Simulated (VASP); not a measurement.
# TiPt3 (Pm-3m) in VASP: notebook

TiPt3 is run at these levels: PBE; tasks: single point.

Program: VASP 6.6.1. These are calculated values, not measurements. Logs are shortened: lines on timing, memory, paths and dates and some standing lists are left out, and cuts for length are marked.

## Step 1: The cell of the first run

It takes space group Pm-3m (No. 221, cubic). Conventional cell: a = 3.897 Å, b = 3.897 Å, c = 3.897 Å, α = 90.00°, β = 90.00°, γ = 90.00°. Within 3.6 Å of Ti (site symmetry m-3m) lie 12 Pt at 2.76 Å. Within 3.6 Å of Pt (site symmetry 4/mmm) lie 4 Ti at 2.76 Å and 8 Pt at 2.76 Å.

## Step 2: Single point, PBE

File INCAR:

```
  PREC = Accurate
  ENCUT = 500
  EDIFF = 1E-6
  ISMEAR = 0
  SIGMA = 0.1
  LREAL = False
  LASPH = True
  NELM = 120
  ALGO = Normal
  ISIF = 2
  LWAVE = False
  LCHARG = False
  GGA = PE
  NBANDS = 29
  GGA_COMPAT = False
```

File KPOINTS:

```
Automatic mesh
0
Gamma
  6 6 6
```

File POSCAR:

```
TiPt3
1.0
    3.8970000000      0.0000000000      0.0000000000
    0.0000000000      3.8970000000      0.0000000000
    0.0000000000      0.0000000000      3.8970000000
Ti Pt
1 3
Direct
    0.0000000000      0.0000000000      0.0000000000
    0.0000000000      0.5000000000      0.5000000000
    0.5000000000      0.0000000000      0.5000000000
    0.5000000000      0.5000000000      0.0000000000
```

Potentials or basis: VASP PAW PBE potentials, release 64 (Ti_sv, Pt).

The run is started by

```sh
$ cat potpaw_PBE.64/Ti_sv/POTCAR potpaw_PBE.64/Pt/POTCAR > POTCAR
$ mpirun -np 1 vasp_std > vasp.out
```

OUTCAR:

```text
PREC = Accurate
   ENCUT = 500
   EDIFF = 1E-6
   ISMEAR = 0
   LREAL = False
   LASPH = True
   NELM = 120
   ISIF = 2
   GGA = PE

 ion  position               nearest neighbor table
   1  0.000  0.000  0.000-   2 2.76   3 2.76   4 2.76   2 2.76   3 2.76   2 2.76   4 2.76   2 2.76
                             3 2.76   4 2.76   3 2.76   4 2.76
   2  0.000  0.500  0.500-   1 2.76   3 2.76   4 2.76   1 2.76   4 2.76   1 2.76   3 2.76   1 2.76
                             3 2.76   4 2.76   4 2.76   3 2.76
   3  0.500  0.000  0.500-   1 2.76   2 2.76   4 2.76   1 2.76   4 2.76   2 2.76   4 2.76   4 2.76
                             1 2.76   2 2.76   1 2.76   2 2.76
   4  0.500  0.500  0.000-   1 2.76   2 2.76   3 2.76   2 2.76   3 2.76   1 2.76   3 2.76   3 2.76
                             1 2.76   2 2.76   2 2.76   1 2.76

  LATTYP: Found a simple cubic cell.
 ALAT       =     3.8970000000

  Lattice vectors:

 A1 = (   3.8970000000,   0.0000000000,   0.0000000000)
 A2 = (   0.0000000000,   3.8970000000,   0.0000000000)
 A3 = (   0.0000000000,   0.0000000000,   3.8970000000)

Analysis of symmetry for initial positions (statically):
=====================================================================
 Subroutine PRICEL returns:
 Original cell was already a primitive cell.

 Routine SETGRP: Setting up the symmetry group for a
 simple cubic supercell.

 Subroutine GETGRP returns: Found 48 space group operations
 (whereof 48 operations were pure point group operations)
 out of a pool of 48 trial point group operations.

The static configuration has the point symmetry O_h .

Analysis of symmetry for dynamics (positions and initial velocities):
=====================================================================
 Subroutine PRICEL returns:
 Original cell was already a primitive cell.

 Routine SETGRP: Setting up the symmetry group for a
 simple cubic supercell.

 Subroutine GETGRP returns: Found 48 space group operations
 (whereof 48 operations were pure point group operations)
 out of a pool of 48 trial point group operations.

The dynamic configuration has the point symmetry O_h .

 Subroutine INISYM returns: Found 48 space group operations
 (whereof 48 operations are pure point group operations),
 and found     1 'primitive' translations

----------------------------------------------------------------------------------------

                                     Primitive cell

  volume of cell :      59.1822

  direct lattice vectors                    reciprocal lattice vectors
     3.897000000  0.000000000  0.000000000     0.256607647  0.000000000  0.000000000
     0.000000000  3.897000000  0.000000000     0.000000000  0.256607647  0.000000000
     0.000000000  0.000000000  3.897000000     0.000000000  0.000000000  0.256607647

  length of vectors
     3.897000000  3.897000000  3.897000000     0.256607647  0.256607647  0.256607647

  position of ions in fractional coordinates (direct lattice)
     0.000000000  0.000000000  0.000000000
     0.000000000  0.500000000  0.500000000
     0.500000000  0.000000000  0.500000000
     0.500000000  0.500000000  0.000000000

  ion indices of the primitive-cell ions
   primitive index   ion index
                 1           1
                 2           2
                 3           3
                 4           4

----------------------------------------------------------------------------------------

 KPOINTS: Automatic mesh

Automatic generation of k-mesh.
 Grid dimensions read from file:
 generate k-points for:    6    6    6

 Generating k-lattice:

  Cartesian coordinates                     Fractional coordinates (reciprocal lattice)
     0.042767941  0.000000000  0.000000000     0.166666667  0.000000000  0.000000000
     0.000000000  0.042767941  0.000000000     0.000000000  0.166666667  0.000000000
     0.000000000  0.000000000  0.042767941     0.000000000  0.000000000  0.166666667

  Length of vectors
     0.042767941  0.042767941  0.042767941

  Shift w.r.t. Gamma in fractional coordinates (k-lattice)
     0.000000000  0.000000000  0.000000000

 Subroutine IBZKPT returns following result:
 ===========================================

 Found     20 irreducible k-points:

 Following reciprocal coordinates:
            Coordinates               Weight
  0.000000  0.000000  0.000000      1.000000
  0.166667  0.000000  0.000000      6.000000
  0.333333  0.000000  0.000000      6.000000
  0.500000  0.000000  0.000000      3.000000
  0.166667  0.166667  0.000000     12.000000
  0.333333  0.166667  0.000000     24.000000
[... 12 lines left out ...]
  0.500000  0.500000  0.333333      6.000000
  0.500000  0.500000  0.500000      1.000000
   k-points           NKPTS =     20   k-points in BZ     NKDIM =     20   number of bands    NBANDS=     29
   number of dos      NEDOS =    301   number of ions     NIONS =      4
   total plane-waves  NPLWV =  21952
   dimension x,y,z NGX =    28 NGY =   28 NGZ =   28
   dimension x,y,z NGXF=    56 NGYF=   56 NGZF=   56
   ions per type =               1   3
   NGX,Y,Z   is equivalent  to a cutoff of  11.94, 11.94, 11.94 a.u.
   NGXF,Y,Z  is equivalent  to a cutoff of  23.89, 23.89, 23.89 a.u.
 SYSTEM =  unknown system
   PREC   = accura    normal or accurate (medium, high low for compatibility)
   ISTART =      0    job   : 0-new  1-cont  2-samecut
   ICHARG =      2    charge: 1-file 2-atom 10-const
   ISPIN  =      1    spin polarized calculation?
   LNONCOLLINEAR =      F non collinear calculations
   LSORBIT =      F    spin-orbit coupling
   LASPH  =      T    aspherical Exc in radial PAW
   ENCUT  =  500.0 eV  36.75 Ry    6.06 a.u.   7.11  7.11  7.11*2*pi/ulx,y,z
   NELM   =    120;   NELMIN=  2; NELMDL= -5     # of ELM steps
   EDIFF  = 0.1E-05   stopping-criterion for ELM
   LREAL  =      F    real-space projection
   EDIFFG = 0.1E-04   stopping-criterion for IOM
   NSW    =      0    number of steps for IOM
   IBRION =     -1    ionic relax: 0-MD 1-quasi-New 2-CG
   NFREE  =      0    steps in history (QN), initial steepest desc. (CG)
   ISIF   =      2    stress and relaxation
   ISYM   =      2    0-nonsym 1-usesym 2-fastsym
   POTIM  = 0.5000    time-step for ionic-motion
   TEBEG  =    0.0;   TEEND  =   0.0 temperature during run
   PSTRESS=    0.0 pullay stress
   NELECT =      42.0000    total number of electrons
   NUPDOWN=      -1.0000    fix difference up-down
   EMIN   =  10.00;   EMAX   =-10.00  energy-range for DOS
   EFERMI =   0.00;   METHOD = LEGACY
   ISMEAR =     0;   SIGMA  =   0.10  broadening in eV -4-tet -1-fermi 0-gaus
   EFERMI_NEDOS =   21; number of points for ismear=-14 and -15
   IALGO  =     38    algorithm
   IMIX   =      4    mixing-type and parameters
     AMIX     =   0.40;   BMIX     =  1.00
     AMIX_MAG =   1.60;   BMIX_MAG =  1.00
  volume/ion in A,a.u.               =      14.80        99.85
  Fermi-wavevector in a.u.,A,eV,Ry     =   1.460251  2.759474 29.012153  2.132333
  Thomas-Fermi vector in A             =   2.576723
   LORBIT       =      0    0 simple, 1 ext, 2 COOP (PROOUT), +10 PAW based schemes
   GGA     = PE    functional components
   LHFCALC =     F    Hartree Fock is set to
   AEXX    =    0.0000 exact exchange contribution
   IVDW    =     0    specifies the selected vdW correction
   LEPSILON=     F    determine dielectric tensor
   LRPA    =     F    only Hartree local field effects (RPA)
 non-spin polarized calculation
 Gauss-broadening in eV      SIGMA  =   0.10
  energy-cutoff  :      500.00
  volume of cell :       59.18
 maximum number of plane-waves:      1518
   NGX = 15   NGY = 15   NGZ = 15

 number of electron      42.0000011 magnetization

 Free energy of the ion-electron system (eV)
  ---------------------------------------------------
  ext. energy  EPLUGINS =         0.00000000
  ---------------------------------------------------
  free energy    TOTEN  =       -29.48270248 eV

  energy without entropy =      -29.47439645  energy(sigma->0) =      -29.47854946

 E-fermi :  11.9066     XC(G=0): -13.2852

 val. band max:       11.8018759678   @ k =   0.1667   0.0000   0.0000
 cond. band min:      11.9067603722   @ k =   0.0000   0.0000   0.0000
 fundamental gap:      0.1048844044
 Fermi energy:        11.9065561271

 k-point     1 :       0.0000    0.0000    0.0000
  band No.  band energies     occupation
      1     -46.3458      2.00000
      2     -22.5631      2.00000
      3     -22.5631      2.00000
      4     -22.5631      2.00000
      5       1.6433      2.00000
      6       4.4352      2.00000
[... 21 lines left out ...]
     28      13.8759      0.00000
     29      20.2823      0.00000

 k-point     2 :       0.1667    0.0000    0.0000
  band No.  band energies     occupation
      1     -46.3453      2.00000
      2     -22.5702      2.00000
      3     -22.5642      2.00000
      4     -22.5642      2.00000
      5       2.0088      2.00000
      6       4.6631      2.00000
[... 21 lines left out ...]
     28      15.5129      0.00000
     29      19.7179      0.00000

 k-point     3 :       0.3333    0.0000    0.0000
  band No.  band energies     occupation
      1     -46.3445      2.00000
      2     -22.5845      2.00000
      3     -22.5665      2.00000
      4     -22.5665      2.00000
      5       2.9980      2.00000
      6       5.0835      2.00000
[... 21 lines left out ...]
     28      17.7677      0.00000
     29      18.9457      0.00000

 k-point     4 :       0.5000    0.0000    0.0000
  band No.  band energies     occupation
      1     -46.3440      2.00000
      2     -22.5916      2.00000
      3     -22.5676      2.00000
      4     -22.5676      2.00000
      5       3.8705      2.00000
      6       4.9975      2.00000
[... 469 lines left out ...]
     28      14.8844      0.00000
     29      17.2923      0.00000

 k-point    19 :       0.5000    0.5000    0.3333
  band No.  band energies     occupation
      1     -46.3435      2.00000
      2     -22.5780      2.00000
      3     -22.5780      2.00000
      4     -22.5749      2.00000
      5       4.5892      2.00000
      6       4.5892      2.00000
[... 21 lines left out ...]
     28      14.0616      0.00000
     29      18.1504      0.00000

 k-point    20 :       0.5000    0.5000    0.5000
  band No.  band energies     occupation
      1     -46.3435      2.00000
      2     -22.5759      2.00000
      3     -22.5759      2.00000
      4     -22.5759      2.00000
      5       4.3899      2.00000
      6       4.3899      2.00000
[... 21 lines left out ...]
     28      13.3927      0.00000
     29      17.5002      0.00000

------------------------ aborting loop because EDIFF is reached ----------------------------------------

  FORCE on cell =-STRESS in cart. coord.  units (eV):
  Direction    XX          YY          ZZ          XY          YZ          ZX
  --------------------------------------------------------------------------------------
  -------------------------------------------------------------------------------------
  Total        3.5779468      3.5779468      3.5779468     -0.0000000     -0.0000000      0.0000000
  in kB       96.8619579     96.8619579     96.8619579     -0.0000000     -0.0000000      0.0000000
  external PRESSURE =      96.8619579 kB  Pullay stress =       0.0000000 kB

 VOLUME and BASIS-vectors are now :
 -----------------------------------------------------------------------------
  energy-cutoff  :      500.00
  volume of cell :       59.18
      direct lattice vectors                 reciprocal lattice vectors
     3.897000000  0.000000000  0.000000000     0.256607647  0.000000000  0.000000000
     0.000000000  3.897000000  0.000000000     0.000000000  0.256607647  0.000000000
     0.000000000  0.000000000  3.897000000     0.000000000  0.000000000  0.256607647

 POSITION                                       TOTAL-FORCE (eV/Angst)
 -----------------------------------------------------------------------------------
      0.00000      0.00000      0.00000         0.000000      0.000000      0.000000
      0.00000      1.94850      1.94850         0.000000      0.000000      0.000000
      1.94850      0.00000      1.94850         0.000000      0.000000      0.000000
      1.94850      1.94850      0.00000         0.000000      0.000000      0.000000
 -----------------------------------------------------------------------------------
    total drift:                                0.000000      0.000000      0.000000

  FREE ENERGIE OF THE ION-ELECTRON SYSTEM (eV)
  ---------------------------------------------------
  free  energy   TOTEN  =       -29.4827024812 eV

  energy  without entropy=      -29.4743964458  energy(sigma->0) =      -29.47854946
```

Run time: 43 s. Hardware: 1 thread of Intel Xeon 8259CL, shared host; peak memory 0.17 GiB.

What came out:

```yaml
Free_energy: -29.4827 eV
Pressure: 9.7 GPa
Band_gap_on_the_k_mesh: zero (bands 21 and 22 overlap by 1.84 eV)
```

Levels at points of the mesh, in eV from the Fermi level:
| k point | band 18 | band 19 | band 20 | band 21 | band 22 | band 23 | band 24 | band 25 |
| --- | --- | --- | --- | --- | --- | --- | --- | --- |
| (0.00, 0.00, 0.00) | 0.00 | 0.00 | 0.00 | 1.34 | 1.34 | 1.55 | 1.55 | 1.55 |
| (0.50, 0.00, 0.00) | -2.72 | -2.66 | -1.43 | -0.26 | -0.26 | 0.00 | 0.41 | 0.71 |
| (0.50, 0.50, 0.00) | -3.17 | -2.50 | -2.35 | -2.31 | 0.15 | 0.15 | 0.31 | 1.46 |
| (0.50, 0.50, 0.50) | -0.73 | -0.73 | -0.73 | -0.50 | -0.50 | -0.50 | 1.15 | 1.15 |

Caveat: the cell stands under pressure; spin-orbit coupling is left out, which moves the levels of the heavy elements.

## Step 3: Single point, PBE

This run uses another cell than the first one, of 15.39 Å³/atom.

File INCAR:

```
SYSTEM = TiPt3
PREC = Accurate ; ENCUT = 500
EDIFF = 1E-6 ; ISMEAR = 0
SIGMA = 0.1 ; LREAL = .False.
LASPH = .True. ; NELM = 120
ALGO = Normal ; ISIF = 2
LWAVE = .False. ; LCHARG = .False.
GGA = PE ; NBANDS = 29
GGA_COMPAT = .False.
```

File KPOINTS:

```
Automatic mesh
0
Gamma
  6 6 6
  0 0 0
```

File POSCAR:

```
TiPt3
1.0
    3.9481842857      0.0000000000      0.0000000000
    0.0000000000      3.9481842857      0.0000000000
    0.0000000000      0.0000000000      3.9481842857
Ti Pt
1 3
Direct
    0.0000000000      0.0000000000      0.0000000000
    0.0000000000      0.5000000000      0.5000000000
    0.5000000000      0.0000000000      0.5000000000
    0.5000000000      0.5000000000      0.0000000000
```

Potentials or basis: VASP PAW PBE potentials, release 64 (Ti_sv, Pt).

The run is started by

```sh
$ cat potpaw_PBE.64/Ti_sv/POTCAR potpaw_PBE.64/Pt/POTCAR > POTCAR
$ mpirun -np 1 vasp_std > vasp.out
```

Wall time 65 s (1 thread of Intel Xeon 8259CL, shared host); peak memory 0.18 GiB.

Results (log left out):

```
Free energy            : -29.5498 eV
Pressure               : -0.4 GPa
Band gap on the k mesh : zero (bands 21 and 22 overlap by 1.76 eV)
```

Levels at points of the mesh, in eV from the Fermi level:
| k point | band 17 | band 18 | band 19 | band 20 | band 21 | band 22 | band 23 | band 24 | band 25 | band 26 |
| --- | --- | --- | --- | --- | --- | --- | --- | --- | --- | --- |
| (0.00, 0.00, 0.00) | -0.56 | -0.02 | -0.02 | -0.02 | 1.27 | 1.27 | 1.58 | 1.58 | 1.58 | 1.86 |
| (0.50, 0.00, 0.00) | -2.57 | -2.57 | -2.51 | -1.35 | -0.22 | -0.22 | -0.01 | 0.42 | 0.69 | 1.83 |
| (0.50, 0.50, 0.00) | -2.98 | -2.98 | -2.33 | -2.23 | -2.17 | 0.17 | 0.17 | 0.33 | 1.37 | 1.37 |
| (0.50, 0.50, 0.50) | -0.83 | -0.63 | -0.63 | -0.63 | -0.48 | -0.48 | -0.48 | 1.09 | 1.09 | 1.09 |

Caveat: spin-orbit coupling is left out, which moves the levels of the heavy elements.

(Continued in part 2 of 2.)

The gap in the log of VASP goes by the Fermi energy; the results here count the filled bands.